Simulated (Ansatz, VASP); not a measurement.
# Two plane-wave programs on Mg2CuSi3

The input INCAR:

```
SYSTEM = Mg2CuSi3
ALGO = Normal
EDIFF = 1E-6
ENCUT = 520
GGA = PE
ISIF = 2
ISMEAR = -1
LASPH = .TRUE.
LCHARG = .FALSE.
LREAL = .FALSE.
LWAVE = .FALSE.
NBANDS = 22
NELM = 60
PREC = Accurate
SIGMA = 0.05
```

Contents of KPOINTS:

```
k-points
0
G
  6 6 6
  0 0 0
```

The input POSCAR:

```
Mg2CuSi3
1.0
    2.6680118973      1.5403773871      3.8613185812
   -2.6680118973      1.5403773871      3.8613185812
    0.0000000000     -3.0807547742      3.8613185812
Cu Si Mg
1 3 2
Direct
    0.0019440000      0.0003390000     -0.0082720000
    0.0047260000     -0.0005160000      0.4972380000
    0.4894070000     -0.0014780000      0.0029170000
    0.0167900000      0.5101410000     -0.0137720000
    0.3684540000      0.3799870000      0.3674080000
    0.6306250000      0.6140450000      0.6324920000
```

input.yaml

```yaml
crystal:
  lattice:
    - [2.6680118973, 1.5403773871, 3.8613185812]
    - [-2.6680118973, 1.5403773871, 3.8613185812]
    - [0.0, -3.0807547742, 3.8613185812]
  atoms:
    - { symbol: Cu, position: [0.001944, 0.000339, -0.008272] }
    - { symbol: Si, position: [0.004726, -0.000516, 0.497238] }
    - { symbol: Si, position: [0.489407, -0.001478, 0.002917] }
    - { symbol: Si, position: [0.01679, 0.510141, -0.013772] }
    - { symbol: Mg, position: [0.368454, 0.379987, 0.367408] }
    - { symbol: Mg, position: [0.630625, 0.614045, 0.632492] }
hamiltonian:
  xc: pbe
  pseudopotentials: { kind: paw }
kpoints:
  mp_grid: { grid: [6, 6, 6] }
scf:
  occupations: { method: fermi_dirac, width: 0.05 }
output:
  forces: true
  stress: true
  eigenvalues: true
```

Change from the starting cell: atoms moved at random, drawn with an rms of 0.05 Å.

Alike in both runs: task single point; functional PBE; k mesh 6 × 6 × 6; occupations fermi-dirac, width 0.05 eV; no spin polarisation.

```csv
,VASP,Ansatz
version,VASP 6.6.1,Ansatz 0.2.0
potentials or method,"VASP PAW PBE potentials, release 64 (Cu, Si, Mg)",Ansatz PAW
plane-wave cutoff (eV),520,420
valence electrons in the cell,27,51
```

|  | VASP | Ansatz | Ansatz less VASP |
| --- | --- | --- | --- |
| gap on the k mesh at the Fermi level (eV) | none | none | - |
| pressure (GPa) | 0.4 | 0.4 | +0.03 |
| traceless stress, the component that is largest in VASP (GPa) | 1.93 | 1.83 | -0.095 |
| rms of the force components (eV/Å) | 0.178 | 0.178 | -0.0003 |

Atom by atom the forces differ by 0.002 eV/Å (rms over components). A gap of «none» marks a metal or a gap that the smearing closes. With one functional, cell and mesh, what is left measures potentials, basis and numerics. VASP's potentials hold 27 valence electrons a cell and Ansatz's 51, so a difference there can come from the potentials and not from the codes.
